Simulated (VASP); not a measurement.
# Cu (I4/mmm) in VASP: notebook

Aim: see how the results for Cu move with the level of theory and the settings. Levels: PBEsol+D4, PBEsol, PBEsol+D3(BJ), PBE+D3(BJ). Tasks: single point.

Everything below comes from runs of VASP 6.6.1. Logs are shortened: lines on timing, memory, paths and dates and some standing lists are left out, and cuts for length are marked.

## 1. The cell of the first run

The structure is tetragonal, space group I4/mmm (No. 139). The conventional cell has a = 2.845 Å, b = 2.845 Å, c = 2.736 Å, α = 90.00°, β = 90.00°, γ = 90.00°. Cu (site symmetry 4/mmm) has 14 Cu at 2.43 to 2.85 Å within 3.2 Å.

## 2. Single point, PBEsol+D4

Contents of INCAR:

```
SYSTEM = Cu
PREC = Accurate
ENCUT = 520
EDIFF = 1E-6
ISMEAR = -1
SIGMA = 0.05
LREAL = .False.
LASPH = .True.
NELM = 80
ALGO = Normal
ISIF = 2
LWAVE = .False.
LCHARG = .False.
GGA = PS
IVDW = 13
NBANDS = 12
```

Contents of KPOINTS:

```
regular mesh
0
Gamma
  13 13 13
  0 0 0
```

Contents of POSCAR:

```
Cu
1.0
   -1.4225987164      1.4225987164      1.3680947161
    1.4225987164     -1.4225987164      1.3680947161
    1.4225987164      1.4225987164     -1.3680947161
Cu
1
Direct
    0.0000000000      0.0000000000      0.0000000000
```

Potentials or basis: VASP PAW PBE potentials, release 64 (Cu).

Run with:

```
$ cat potpaw_PBE.64/Cu/POTCAR > POTCAR
$ mpirun -np 1 vasp_std > vasp.out
```

OUTCAR:

```text
SYSTEM = Cu
   PREC = Accurate
   ENCUT = 520
   EDIFF = 1E-6
   ISMEAR = -1
   LREAL = .False.
   LASPH = .True.
   NELM = 80
   ISIF = 2
   GGA = PS
   IVDW = 13

 ion  position               nearest neighbor table
   1  0.000  0.000  0.000-

  LATTYP: Found a body centered tetragonal cell.
 ALAT       =     2.8451974328
 C/A-ratio  =     0.9616870171

  Lattice vectors:

 A1 = (  -1.4225987164,   1.4225987164,   1.3680947161)
 A2 = (   1.4225987164,  -1.4225987164,   1.3680947161)
 A3 = (   1.4225987164,   1.4225987164,  -1.3680947161)

Analysis of symmetry for initial positions (statically):
=====================================================================
 Subroutine PRICEL returns:
 Original cell was already a primitive cell.

 Routine SETGRP: Setting up the symmetry group for a
 body centered tetragonal supercell.

 Subroutine GETGRP returns: Found 16 space group operations
 (whereof 16 operations were pure point group operations)
 out of a pool of 16 trial point group operations.

The static configuration has the point symmetry D_4h.

Analysis of symmetry for dynamics (positions and initial velocities):
=====================================================================
 Subroutine PRICEL returns:
 Original cell was already a primitive cell.

 Routine SETGRP: Setting up the symmetry group for a
 body centered tetragonal supercell.

 Subroutine GETGRP returns: Found 16 space group operations
 (whereof 16 operations were pure point group operations)
 out of a pool of 16 trial point group operations.

The dynamic configuration has the point symmetry D_4h.

 Subroutine INISYM returns: Found 16 space group operations
 (whereof 16 operations are pure point group operations),
 and found     1 'primitive' translations

----------------------------------------------------------------------------------------

                                     Primitive cell

  volume of cell :      11.0749

  direct lattice vectors                    reciprocal lattice vectors
    -1.422598716  1.422598716  1.368094716     0.000000000  0.351469458  0.365471772
     1.422598716 -1.422598716  1.368094716     0.351469458  0.000000000  0.365471772
     1.422598716  1.422598716 -1.368094716     0.351469458  0.351469458  0.000000000

  length of vectors
     2.432952397  2.432952397  2.432952397     0.507050684  0.507050684  0.497052874

  position of ions in fractional coordinates (direct lattice)
     0.000000000  0.000000000  0.000000000

  ion indices of the primitive-cell ions
   primitive index   ion index
                 1           1

----------------------------------------------------------------------------------------

 KPOINTS: regular mesh

Automatic generation of k-mesh.
 Grid dimensions read from file:
 generate k-points for:   13   13   13

 Generating k-lattice:

  Cartesian coordinates                     Fractional coordinates (reciprocal lattice)
     0.000000000  0.027036112  0.028113213     0.076923077  0.000000000  0.000000000
     0.027036112  0.000000000  0.028113213     0.000000000  0.076923077  0.000000000
     0.027036112  0.027036112  0.000000000     0.000000000  0.000000000  0.076923077

  Length of vectors
     0.039003899  0.039003899  0.038234836

  Shift w.r.t. Gamma in fractional coordinates (k-lattice)
     0.000000000  0.000000000  0.000000000

 Subroutine IBZKPT returns following result:
 ===========================================

 Found    196 irreducible k-points:

 Following reciprocal coordinates:
            Coordinates               Weight
  0.000000  0.000000  0.000000      1.000000
  0.076923  0.000000 -0.000000      8.000000
  0.153846  0.000000 -0.000000      8.000000
  0.230769  0.000000 -0.000000      8.000000
  0.307692  0.000000 -0.000000      8.000000
  0.384615  0.000000 -0.000000      8.000000
[... 16 lines left out ...]
  0.384615  0.153846 -0.000000     16.000000
  0.461538  0.153846 -0.000000     16.000000
 [... further k-points ...]
   k-points           NKPTS =    196   k-points in BZ     NKDIM =    196   number of bands    NBANDS=     12
   number of dos      NEDOS =    301   number of ions     NIONS =      1
   total plane-waves  NPLWV =   5832
   dimension x,y,z NGX =    18 NGY =   18 NGZ =   18
   dimension x,y,z NGXF=    36 NGYF=   36 NGZF=   36
   ions per type =               1
   NGX,Y,Z   is equivalent  to a cutoff of  12.30, 12.30, 12.30 a.u.
   NGXF,Y,Z  is equivalent  to a cutoff of  24.60, 24.60, 24.60 a.u.
 SYSTEM =  Cu
   PREC   = accura    normal or accurate (medium, high low for compatibility)
   ISTART =      0    job   : 0-new  1-cont  2-samecut
   ICHARG =      2    charge: 1-file 2-atom 10-const
   ISPIN  =      1    spin polarized calculation?
   LNONCOLLINEAR =      F non collinear calculations
   LSORBIT =      F    spin-orbit coupling
   LASPH  =      T    aspherical Exc in radial PAW
   ENCUT  =  520.0 eV  38.22 Ry    6.18 a.u.   4.52  4.52  4.52*2*pi/ulx,y,z
   NELM   =     80;   NELMIN=  2; NELMDL= -5     # of ELM steps
   EDIFF  = 0.1E-05   stopping-criterion for ELM
   LREAL  =      F    real-space projection
   EDIFFG = 0.1E-04   stopping-criterion for IOM
   NSW    =      0    number of steps for IOM
   IBRION =     -1    ionic relax: 0-MD 1-quasi-New 2-CG
   NFREE  =      0    steps in history (QN), initial steepest desc. (CG)
   ISIF   =      2    stress and relaxation
   ISYM   =      2    0-nonsym 1-usesym 2-fastsym
   POTIM  = 0.5000    time-step for ionic-motion
   TEBEG  =    0.0;   TEEND  =   0.0 temperature during run
   PSTRESS=    0.0 pullay stress
   NELECT =      11.0000    total number of electrons
   NUPDOWN=      -1.0000    fix difference up-down
   EMIN   =  10.00;   EMAX   =-10.00  energy-range for DOS
   EFERMI =   0.00;   METHOD = LEGACY
   ISMEAR =    -1;   SIGMA  =   0.05  broadening in eV -4-tet -1-fermi 0-gaus
   EFERMI_NEDOS =   21; number of points for ismear=-14 and -15
   IALGO  =     38    algorithm
   IMIX   =      4    mixing-type and parameters
     AMIX     =   0.40;   BMIX     =  1.00
     AMIX_MAG =   1.60;   BMIX_MAG =  1.00
  volume/ion in A,a.u.               =      11.07        74.74
  Fermi-wavevector in a.u.,A,eV,Ry     =   1.633398  3.086675 36.300202  2.667990
  Thomas-Fermi vector in A             =   2.725210
   LORBIT       =      0    0 simple, 1 ext, 2 COOP (PROOUT), +10 PAW based schemes
   GGA     = PS    functional components
   LHFCALC =     F    Hartree Fock is set to
   AEXX    =    0.0000 exact exchange contribution
   IVDW    =    13    specifies the selected vdW correction
   LEPSILON=     F    determine dielectric tensor
   LRPA    =     F    only Hartree local field effects (RPA)
 non-spin polarized calculation
  energy-cutoff  :      520.00
  volume of cell :       11.07
 maximum number of plane-waves:       317
 NGX is ok and might be reduce to    18
   NGX =  9   NGY =  9   NGZ =  9

 number of electron      11.0000007 magnetization

 Free energy of the ion-electron system (eV)
  ---------------------------------------------------
  ext. energy  EPLUGINS =         0.00000000
  ---------------------------------------------------
  free energy    TOTEN  =        -4.27074246 eV

  energy without entropy =       -4.26823877  energy(sigma->0) =       -4.26949062

 E-fermi :   8.1699     XC(G=0): -13.2882

 val. band max:        8.1007743453   @ k =  -0.1538   0.4615   0.0769
 cond. band min:       8.1699259034   @ k =  -0.3077   0.4615   0.0769
 fundamental gap:      0.0691515581
 Fermi energy:         8.1698813219

 k-point     1 :       0.0000    0.0000    0.0000
  band No.  band energies     occupation
      1      -1.6633      2.00000
      2       4.8043      2.00000
      3       4.9749      2.00000
      4       4.9749      2.00000
      5       5.9376      2.00000
      6       6.1176      2.00000
      7      33.5120      0.00000
      8      33.5120      0.00000
      9      34.5253      0.00000
     10      37.7689      0.00000
     11      37.9243      0.00000
     12      37.9243      0.00000

 k-point     2 :       0.0769    0.0000   -0.0000
  band No.  band energies     occupation
      1      -1.4214      2.00000
      2       4.8049      2.00000
      3       4.9683      2.00000
      4       5.0214      2.00000
      5       5.9349      2.00000
      6       6.0837      2.00000
      7      31.8546      0.00000
      8      32.9766      0.00000
      9      33.1971      0.00000
     10      35.5131      0.00000
     11      36.1583      0.00000
     12      36.8117      0.00000

 k-point     3 :       0.1538    0.0000   -0.0000
  band No.  band energies     occupation
      1      -0.7139      2.00000
      2       4.6960      2.00000
      3       4.9301      2.00000
      4       5.2699      2.00000
      5       5.9163      2.00000
      6       6.0414      2.00000
      7      27.8571      0.00000
      8      31.1958      0.00000
      9      31.8995      0.00000
     10      32.9985      0.00000
     11      34.8783      0.00000
     12      37.2069      0.00000

 k-point     4 :       0.2308    0.0000   -0.0000
  band No.  band energies     occupation
      1       0.3861      2.00000
      2       4.5126      2.00000
      3       4.8661      2.00000
      4       5.6752      2.00000
      5       5.9074      2.00000
      6       6.0571      2.00000
      7      23.6354      0.00000
      8      29.2554      0.00000
      9      30.2347      0.00000
     10      31.4519      0.00000
     11      34.0536      0.00000
     12      38.5298      0.00000

 k-point     5 :       0.3077    0.0000   -0.0000
  band No.  band energies     occupation
      1       1.6523      2.00000
      2       4.3176      2.00000
      3       4.9868      2.00000
      4       5.9476      2.00000
      5       6.1100      2.00000
      6       6.1428      2.00000
      7      19.6443      0.00000
      8      27.6640      0.00000
      9      28.3827      0.00000
     10      30.7163      0.00000
     11      33.5915      0.00000
     12      40.3646      0.00000
[... 228 lines left out ...]
      1       2.2233      2.00000
      2       4.3588      2.00000
      3       4.5790      2.00000
      4       5.8357      2.00000
      5       6.2503      2.00000
      6       6.7410      2.00000
      7      20.0049      0.00000
      8      22.5717      0.00000
      9      27.2226      0.00000
     10      33.1480      0.00000
     11      36.5792      0.00000
     12      39.0482      0.00000

 k-point    22 :       0.3077    0.1538    0.0000
  band No.  band energies     occupation
      1       2.9900      2.00000
      2       4.1999      2.00000
      3       4.9128      2.00000
      4       5.9147      2.00000
      5       6.3330      2.00000
      6       7.7782      1.99921
      7      16.4469      0.00000
      8      21.4796      0.00000
      9      26.2864      0.00000
     10      32.7553      0.00000
     11      37.5422      0.00000
     12      39.1643      0.00000

 k-point    23 :       0.3846    0.1538   -0.0000
  band No.  band energies     occupation
      1       3.1782      2.00000
      2       4.1275      2.00000
      3       5.2805      2.00000
      4       5.9887      2.00000
      5       6.4010      2.00000
      6       9.1925      0.00000
      7      13.7297      0.00000
      8      20.8629      0.00000
      9      25.8472      0.00000
     10      32.5306      0.00000
     11      38.1786      0.00000
     12      39.8496      0.00000

 k-point    24 :       0.4615    0.1538   -0.0000
  band No.  band energies     occupation
      1       3.1751      2.00000
      2       4.1327      2.00000
      3       5.2758      2.00000
      4       5.9983      2.00000
      5       6.3549      2.00000
      6       9.1063      0.00000
      7      13.8844      0.00000
      8      20.7684      0.00000
      9      25.9584      0.00000
     10      32.5030      0.00000
     11      38.4264      0.00000
     12      40.5792      0.00000

 [... further k-points ...]

------------------------ aborting loop because EDIFF is reached ----------------------------------------

  DFT-D4 for vdW energy calculation

  Edisp (eV):   -0.34341

  FORCE on cell =-STRESS in cart. coord.  units (eV):
  Direction    XX          YY          ZZ          XY          YZ          ZX
  --------------------------------------------------------------------------------------
  -------------------------------------------------------------------------------------
  Total       0.05518     0.05518     0.05103     0.00000     0.00000     0.00000
  in kB       7.98286     7.98286     7.38178     0.00000     0.00000     0.00000
  external pressure =        7.78 kB  Pullay stress =        0.00 kB

 VOLUME and BASIS-vectors are now :
 -----------------------------------------------------------------------------
  energy-cutoff  :      520.00
  volume of cell :       11.07
      direct lattice vectors                 reciprocal lattice vectors
    -1.422598716  1.422598716  1.368094716     0.000000000  0.351469458  0.365471772
     1.422598716 -1.422598716  1.368094716     0.351469458  0.000000000  0.365471772
     1.422598716  1.422598716 -1.368094716     0.351469458  0.351469458  0.000000000

 POSITION                                       TOTAL-FORCE (eV/Angst)
 -----------------------------------------------------------------------------------
      0.00000      0.00000      0.00000         0.000000     -0.000000      0.000000
 -----------------------------------------------------------------------------------
    total drift:                                0.000000      0.000000      0.000000

  FREE ENERGIE OF THE ION-ELECTRON SYSTEM (eV)
  ---------------------------------------------------
  free  energy   TOTEN  =        -4.6141526999 eV

  energy  without entropy=       -4.6116490133  energy(sigma->0) =       -4.61290086
```

Wall time 16 s (1 thread of Intel Xeon 6455B, shared host); peak memory 0.14 GiB.

Results:

| Quantity | Value |
| --- | --- |
| Free energy | -4.6142 eV |
| Pressure | 0.8 GPa |
| Dispersion energy per atom | -0.343 eV |

Levels at points of the mesh, in eV from the Fermi level:
| k point | band 3 | band 4 | band 5 | band 6 | band 7 | band 8 | band 9 | band 10 |
| --- | --- | --- | --- | --- | --- | --- | --- | --- |
| (0.00, 0.00, 0.00) | -3.19 | -3.19 | -2.23 | -2.05 | 25.34 | 25.34 | 26.36 | 29.60 |

Caveat: the PAW data sets were made with another functional, which shifts forces and pressure a little; pairwise dispersion overbinds metals, which lowers pressure and volume.

## 3. Single point, PBEsol

This run uses another cell than the first one, of 11.36 Å³/atom, 1.026 times its volume.

Contents of INCAR:

```
PREC     = Accurate       # precision mode
ENCUT    = 520            # plane-wave cutoff, eV
EDIFF    = 1E-7           # SCF threshold, eV
ISMEAR   = -1             # smearing method
SIGMA    = 0.05           # smearing width, eV
LREAL    = False          # projectors in reciprocal space
LASPH    = True           # aspherical terms in the spheres
NELM     = 100            # most SCF steps
ALGO     = Fast           # electronic algorithm
ISIF     = 2              # what is computed and relaxed
LWAVE    = False          # write WAVECAR
LCHARG   = False          # write CHGCAR
GGA      = PS             # functional
NBANDS   = 12             # bands
```

Contents of KPOINTS:

```
regular mesh
0
Gamma
  13 13 13
```

Contents of POSCAR:

```
Cu
1.0
   -1.4383870574      1.4383870574      1.3726297551
    1.4383870574     -1.4383870574      1.3726297551
    1.4383870574      1.4383870574     -1.3726297551
Cu
1
Direct
    0.0000000000      0.0000000000      0.0000000000
```

Potentials or basis: VASP PAW PBE potentials, release 64 (Cu).

Run with:

```
$ cat potpaw_PBE.64/Cu/POTCAR > POTCAR
$ mpirun -np 1 vasp_std > vasp.out
```

Wall time 22 s (1 thread of Intel Xeon 6455B, shared host); peak memory 0.14 GiB.

The run converged. Its results:

```
Free energy : -4.2761 eV
Pressure    : 1.0 GPa
```

Levels at points of the mesh, in eV from the Fermi level:
```tsv
k point	band 4	band 5	band 6	band 7	band 8	band 9
(0.00, 0.00, 0.00)	-3.09	-2.20	-1.99	25.00	25.00	26.24
```

Caveat: the PAW data sets were made with another functional, which shifts forces and pressure a little.

## 4. Single point, PBEsol+D3(BJ)

This run uses another cell than the first one, of 11.46 Å³/atom, 1.035 times its volume.

Contents of INCAR:

```
SYSTEM = Cu
ALGO     = Fast           ! electronic algorithm
EDIFF    = 1E-6           ! SCF threshold, eV
ENCUT    = 520            ! plane-wave cutoff, eV
GGA      = PS             ! functional
ISIF     = 2              ! what is computed and relaxed
ISMEAR   = -1             ! smearing method
IVDW     = 12             ! dispersion correction
LASPH    = .True.         ! aspherical terms in the spheres
LCHARG   = .False.        ! write CHGCAR
LREAL    = .False.        ! projectors in reciprocal space
LWAVE    = .False.        ! write WAVECAR
NBANDS   = 12             ! bands
NELM     = 80             ! most SCF steps
PREC     = Accurate       ! precision mode
SIGMA    = 0.05           ! smearing width, eV
```

Contents of KPOINTS:

```
k-points
0
Gamma
  13 13 13
  0 0 0
```

Contents of POSCAR:

```
Cu
1.0
   -1.4427933200      1.4427933200      1.3760814500
    1.4427933200     -1.4427933200      1.3760814500
    1.4427933200      1.4427933200     -1.3760814500
Cu
1
Direct
    0.0000000000      0.0000000000      0.0000000000
```

Run with:

```
$ cat potpaw_PBE.64/Cu/POTCAR > POTCAR
$ mpirun -np 1 vasp_std > vasp.out
```

Wall time 19 s (1 thread of Intel Xeon 6455B, shared host); peak memory 0.15 GiB.

The run converged. Its results:

* Free energy: -4.8167 eV
* Pressure: -8.3 GPa
* Dispersion energy per atom: -0.541 eV

Stress tensor (GPa, compression positive):
```
-8.25  0.00  0.00
 0.00 -8.25  0.00
 0.00  0.00 -8.35
```

Levels at points of the mesh, in eV from the Fermi level:
| k point | band 3 | band 4 | band 5 | band 6 | band 7 | band 8 | band 9 | band 10 |
| --- | --- | --- | --- | --- | --- | --- | --- | --- |
| (0.00, 0.00, 0.00) | -3.06 | -3.06 | -2.18 | -1.97 | 24.91 | 24.91 | 26.16 | 28.94 |

Caveat: three body term missing; the PAW data sets were made with another functional, which shifts forces and pressure a little; pairwise dispersion overbinds metals, which lowers pressure and volume.

## 5. Single point, PBE+D3(BJ)

This run uses another cell than the first one, of 11.35 Å³/atom, 1.025 times its volume.

Contents of INCAR:

```
SYSTEM = Cu
PREC = Accurate
ENCUT = 520
EDIFF = 1E-6
ISMEAR = -1
SIGMA = 0.05
LREAL = .FALSE.
LASPH = .TRUE.
NELM = 80
ALGO = Normal
ISIF = 2
LWAVE = .FALSE.
LCHARG = .FALSE.
GGA = PE
IVDW = 12
NBANDS = 12
```

Contents of KPOINTS:

```
Automatic mesh
0
G
  13 13 13
  0 0 0
```

Contents of POSCAR:

```
Cu
1.0
   -1.4368693602      1.4368693602      1.3747415035
    1.4368693602     -1.4368693602      1.3747415035
    1.4368693602      1.4368693602     -1.3747415035
Cu
1
Direct
    0.0000000000      0.0000000000      0.0000000000
```

Run with:

```
$ cat potpaw_PBE.64/Cu/POTCAR > POTCAR
$ mpirun -np 1 vasp_std > vasp.out
```

It took 16 s on 1 thread of Intel Xeon 6455B, shared host; peak memory 0.15 GiB.

The run converged. Its results:

```yaml
Free_energy: -4.2853 eV
Pressure: 0.6 GPa
Dispersion_energy_per_atom: -0.607 eV
```

Stress tensor (GPa, compression positive):
```
0.60 0.00 0.00
0.00 0.60 0.00
0.00 0.00 0.51
```

Levels at points of the mesh, in eV from the Fermi level:
```
           k point  band 3  band 4  band 5  band 6  band 7  band 8  band 9  band 10
(0.00, 0.00, 0.00)   -3.12   -3.12   -2.22   -2.02   25.04   25.04   26.20    29.17
```

Caveat: pairwise dispersion overbinds metals, which lowers pressure and volume.

## 6. Summary

| level | cell | gap on the mesh (eV) | pressure (GPa) |
| --- | --- | --- | --- |
| PBEsol+D4 | a = 2.433 Å, angles 108.4, 108.4, 111.6°, 1 atom | none | 0.8 |
| PBEsol | a = 2.454 Å, angles 108.2, 108.2, 112.0°, 1 atom | none | 1.0 |
| PBEsol+D3(BJ) | a = 2.461 Å, angles 108.2, 108.2, 112.0°, 1 atom | none | -8.3 |
| PBE+D3(BJ) | a = 2.453 Å, angles 108.3, 108.3, 111.8°, 1 atom | none | 0.6 |

Alike in all rows: task single point; potentials or basis VASP PAW PBE potentials, release 64 (Cu); no spin polarisation; k mesh 13 × 13 × 13; cutoff (eV) 520; smearing fermi-dirac 0.05 eV.

Caveats: the PAW data sets were made with another functional, which shifts forces and pressure a little (some runs); pairwise dispersion overbinds metals, which lowers pressure and volume (some runs); three body term missing (some runs).

Total energies depend on the potentials used, so only differences within one code and one set of settings carry meaning.
